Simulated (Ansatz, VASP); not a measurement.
**C, level by level in two programs**

```xyz
2
Lattice="0.0000 1.7714 1.7714 1.7714 0.0000 1.7714 1.7714 1.7714 0.0000" Properties=species:S:1:pos:R:3 pbc="T T T"
C     2.6571    2.6571    2.6571
C     1.7714    1.7714    1.7714
```

Single points on this cell with VASP 6.6.1 and Ansatz 0.2.0. Each row is one pair of runs. Alike in all rows: spin: off; k mesh: 13 × 13 × 13.

```csv
level,smearing,"VASP's potentials, cutoff","Ansatz's potentials, cutoff","gap on the k mesh at the Fermi level (eV), VASP","gap on the k mesh at the Fermi level (eV), Ansatz","least direct gap on the mesh (eV), VASP","least direct gap on the mesh (eV), Ansatz","pressure (GPa), VASP","pressure (GPa), Ansatz"
LDA,"fermi-dirac, width 0.05 eV","VASP PAW LDA potentials, release 64 (C), 520 eV","Ansatz PAW, 420 eV",4.16,4.16,5.60,5.60,-2.7,-4.3
r2SCAN,"fermi-dirac, width 0.05 eV","VASP PAW PBE potentials, release 64 (C), 520 eV","Ansatz PAW, 500 eV",4.38,4.41,5.89,5.94,8.0,6.8
PBEsol+D4,"fermi-dirac, width 0.05 eV","VASP PAW PBE potentials, release 64 (C), 520 eV","Ansatz PAW, 420 eV",4.06,4.06,5.59,5.60,2.3,1.1
revPBE,"fermi-dirac, width 0.05 eV","VASP PAW PBE potentials, release 64 (C), 520 eV","Ansatz PAW, 420 eV",4.18,4.19,5.65,5.66,16.4,15.8
BLYP+D3(BJ),"fermi-dirac, width 0.05 eV","VASP PAW PBE potentials, release 64 (C), 520 eV","Ansatz PAW, 420 eV",4.52,4.52,5.80,5.79,10.5,9.7
PBE+D3(BJ),"fermi-dirac, width 0.05 eV","VASP PAW PBE potentials, release 64 (C), 520 eV","Ansatz PAW, 420 eV",4.19,4.20,5.65,5.65,6.1,5.4
LDA,"gaussian, width 0.05 eV","VASP PAW LDA potentials, release 64 (C), 520 eV","Ansatz PAW, 420 eV",4.16,4.16,5.60,5.60,-2.7,-4.3
BLYP,"fermi-dirac, width 0.05 eV","VASP PAW PBE potentials, release 64 (C), 520 eV","Ansatz PAW, 420 eV",4.52,4.52,5.80,5.79,21.2,20.3
```

Gap on the k mesh at the fermi level (eV): the two programs differ by at most 0.029; least direct gap on the mesh (eV): the two programs differ by at most 0.046; pressure (GPa): the two programs differ by at most 1.58.

Noted on Ansatz's runs: Pulay correction over one GPa; odd divisions of the mesh miss points on the zone boundary, where band edges often lie, so the gap on the mesh can be too wide.
